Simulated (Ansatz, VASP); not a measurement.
## CO2: VASP beside Ansatz

Contents of INCAR:

```
PREC = Accurate
ENCUT = 600
EDIFF = 1E-7
ISMEAR = -1
SIGMA = 0.05
LREAL = F
LASPH = T
NELM = 60
ALGO = Normal
ISIF = 3
LWAVE = F
LCHARG = F
GGA = PE
IVDW = 12
IBRION = 2
NSW = 60
EDIFFG = -0.01
```

File KPOINTS:

```
Automatic mesh
0
Gamma
  9 9 9
```

POSCAR

```
CO2
1.0
   -1.9747270000      1.9747270000      3.0140580000
    1.9747270000     -1.9747270000      3.0140580000
    1.9747270000      1.9747270000     -3.0140580000
O C
4 2
Direct
    0.8750000000      0.9597980000      0.5847980000
    0.3750000000      0.2902020000      0.4152020000
    0.0402020000      0.6250000000      0.9152020000
    0.7097980000      0.1250000000      0.0847980000
    0.0000000000      0.0000000000      0.0000000000
    0.7500000000      0.2500000000      0.5000000000
```

input.yaml

```yaml
crystal:
  lattice:
    - [-1.974727, 1.974727, 3.014058]
    - [1.974727, -1.974727, 3.014058]
    - [1.974727, 1.974727, -3.014058]
  atoms:
    - { symbol: O, position: [0.875, 0.959798, 0.584798] }
    - { symbol: O, position: [0.375, 0.290202, 0.415202] }
    - { symbol: O, position: [0.040202, 0.625, 0.915202] }
    - { symbol: O, position: [0.709798, 0.125, 0.084798] }
    - { symbol: C, position: [0.0, 0.0, 0.0] }
    - { symbol: C, position: [0.75, 0.25, 0.5] }
hamiltonian:
  xc: pbe
  pseudopotentials: { kind: paw }
  dispersion: d3bj
kpoints:
  mp_grid: { grid: [9, 9, 9] }
scf:
  occupations: { method: fermi_dirac, width: 0.05 }
output:
  forces: true
  stress: true
relax:
  f_tol: 0.01
  max_steps: 40
  cell: { stress_tol: 0.05 }
```

Alike in both runs: task relaxation of cell and atoms; functional PBE; dispersion D3(BJ); k mesh 9 × 9 × 9; occupations fermi-dirac, width 0.05 eV; no spin polarisation.

|  | VASP | Ansatz |
| --- | --- | --- |
| version | VASP 6.6.1 | Ansatz 0.2.0 |
| potentials or method | VASP PAW PBE potentials, release 64 (O, C) | Ansatz PAW |
| plane-wave cutoff (eV) | 600 | 420 |
| valence electrons in the cell | 32 | 32 |

|  | VASP | Ansatz | Ansatz less VASP |
| --- | --- | --- | --- |
| relaxed volume (Å³/atom) | 7.73 | 7.71 | -0.015 |
| relaxed length of the cell vector where the two differ most in proportion (Å) | 4.084 | 4.083 | -0.0015 |

Noted on Ansatz's run: Pulay correction over one GPa; odd divisions of the mesh miss points on the zone boundary, where band edges often lie, so the gap on the mesh can be too wide; the plane-wave basis is chosen anew once the cell has moved, so the energies of steps on either side of that aren't comparable.
